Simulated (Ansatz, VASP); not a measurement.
**One calculation of Pt, two programs**

File POSCAR:

```
Pt
1.0
    0.0000000000      1.9609000000      1.9609000000
    1.9609000000      0.0000000000      1.9609000000
    1.9609000000      1.9609000000      0.0000000000
Pt
1
Direct
    0.0000000000      0.0000000000      0.0000000000
```

File INCAR.step1:

```
SYSTEM = Pt
  PREC = Accurate
  ENCUT = 520
  ISMEAR = -1
  SIGMA = 0.05
  LREAL = .False.
  LASPH = .True.
  NELM = 100
  NBANDS = 11
  GGA = PE
  ALGO = Normal
  EDIFF = 1E-4
  LWAVE = .True.
  LCHARG = .False.
```

File INCAR.step2:

```
SYSTEM = Pt
  PREC = Accurate
  ENCUT = 520
  EDIFF = 1E-6
  ISMEAR = -1
  SIGMA = 0.05
  LREAL = .False.
  LASPH = .True.
  NELM = 100
  ALGO = Normal
  ISIF = 2
  LWAVE = .False.
  LCHARG = .False.
  METAGGA = R2SCAN
  LMIXTAU = .True.
  NBANDS = 11
  ISTART = 1
```

File KPOINTS:

```
Automatic mesh
0
Gamma
  12 12 12
  0 0 0
```

File input.yaml:

```yaml
crystal:
  lattice:
    - [0.0, 1.9609, 1.9609]
    - [1.9609, 0.0, 1.9609]
    - [1.9609, 1.9609, 0.0]
  atoms:
    - { symbol: Pt, position: [0.0, 0.0, 0.0] }
hamiltonian:
  xc: r2scan
  pseudopotentials: { kind: paw }
kpoints:
  mp_grid: { grid: [12, 12, 12] }
scf:
  occupations: { method: fermi_dirac, width: 0.05 }
output:
  forces: true
  stress: true
  eigenvalues: true
  write_density: true
  write_potential: true
  elf: true
  volumetric_format: npy
```

Alike in both runs: task single point; functional r2SCAN; k mesh 12 × 12 × 12; occupations fermi-dirac, width 0.05 eV; no spin polarisation.

|  | VASP | Ansatz |
| --- | --- | --- |
| version | VASP 6.6.1 | Ansatz 0.2.0 |
| potentials or method | VASP PAW PBE potentials, release 64 (Pt) | Ansatz PAW |
| plane-wave cutoff (eV) | 520 | 500 |
| valence electrons in the cell | 10 | 18 |

|  | VASP | Ansatz | Ansatz less VASP |
| --- | --- | --- | --- |
| gap on the k mesh at the Fermi level (eV) | none | none | - |
| pressure (GPa) | 4.9 | 4.1 | -0.79 |

VASP's potentials were made for PBE, not for r2SCAN. A gap of «none» marks a metal or a gap that the smearing closes. With one functional, cell and mesh, what is left measures potentials, basis and numerics. VASP's potentials hold 10 valence electrons a cell and Ansatz's 18, so a difference there can come from the potentials and not from the codes.

Neither program's run includes spin-orbit coupling.
